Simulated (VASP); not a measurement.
Input of a VASP 6.6.1 run:

INCAR

```
PREC = Accurate
ENCUT = 520
EDIFF = 1E-6
ISMEAR = 0
SIGMA = 0.1
LREAL = False
LASPH = True
NELM = 80
ALGO = Normal
ISIF = 2
LWAVE = False
LCHARG = True
GGA = PE
LELF = True
LVHAR = True
NBANDS = 14
```

File KPOINTS:

```
Automatic mesh
0
Gamma
  18 18 10
```

File POSCAR:

```
P
1.0
    3.4667956117      0.0000000000      0.0000000000
   -1.7333978059      3.0023330695      0.0000000000
    0.0000000000      0.0000000000      5.1083978379
P
3
Direct
    0.3333333333      0.6666666667      0.0000000000
    0.0000000000      0.0000000000      0.2915050835
    0.0000000000      0.0000000000      0.7084949165
```

Potentials or basis: VASP PAW PBE potentials, release 64 (P).

Run with:

```sh
$ cat potpaw_PBE.64/P/POTCAR > POTCAR
$ mpirun -np 1 vasp_std > vasp.out
```

Task: Estimate the largest force.

Result: 0.030 eV/Å.

Task: Estimate the pressure.

Result: -0.2 GPa.

Forces on the atoms (eV/Å):
```
P    0.000  0.000  0.000
P    0.000  0.000  0.030
P    0.000  0.000 -0.030
```
